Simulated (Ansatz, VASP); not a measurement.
**BaTe in VASP and in Ansatz**

File INCAR:

```
PREC = Accurate ; ENCUT = 520
EDIFF = 1E-7 ; ISMEAR = 0
SIGMA = 0.05 ; LREAL = F
LASPH = T ; NELM = 100
ALGO = Normal ; ISIF = 2
LWAVE = F ; LCHARG = T
GGA = PS ; LELF = T
LVHAR = T ; NBANDS = 15
```

Contents of KPOINTS:

```
Automatic mesh
0
Gamma
  6 6 6
```

The input POSCAR:

```
BaTe
1.0
    0.0000000000      3.4244675802      3.4244675802
    3.4244675802      0.0000000000      3.4244675802
    3.4244675802      3.4244675802      0.0000000000
Ba Te
1 1
Direct
    0.5000000000      0.5000000000      0.5000000000
    0.0000000000      0.0000000000      0.0000000000
```

Input for Ansatz:

```yaml
crystal:
  lattice:
    - [0.0, 3.4244675802, 3.4244675802]
    - [3.4244675802, 0.0, 3.4244675802]
    - [3.4244675802, 3.4244675802, 0.0]
  atoms:
    - { symbol: Ba, position: [0.5, 0.5, 0.5] }
    - { symbol: Te, position: [0.0, 0.0, 0.0] }
basis:
  ecutwfc: 420
  ecutrho_ratio: 4
kpoints:
  mp_grid: { grid: [6, 6, 6] }
hamiltonian:
  xc: pbesol
scf:
  occupations: { method: gaussian, width: 0.05 }
output:
  forces: true
  stress: true
  eigenvalues: true
```

Alike in both runs: task single point; functional PBEsol; k mesh 6 × 6 × 6; occupations gaussian, width 0.05 eV; no spin polarisation.

|  | VASP | Ansatz |
| --- | --- | --- |
| version | VASP 6.6.1 | Ansatz 0.2.0 |
| potentials or method | VASP PAW PBE potentials, release 64 (Ba_sv, Te), cutoff 520 eV | scalar-relativistic, plane waves, PAW |
| valence electrons in the cell | 16 | 26 |

|  | VASP | Ansatz | Ansatz less VASP |
| --- | --- | --- | --- |
| gap on the k mesh at the Fermi level (eV) | 1.27 | 1.37 | +0.099 |
| least direct gap on the mesh (eV) | 1.66 | 1.72 | +0.062 |
| pressure (GPa) | 1.9 | 1.4 | -0.44 |

VASP's potentials were made for PBE, not for PBEsol. The functional is the same, so the differences come from potentials, cutoffs and numerics. VASP's potentials hold 16 valence electrons a cell and Ansatz's 26, so a difference there can come from the potentials and not from the codes.

Spin-orbit coupling is off throughout.
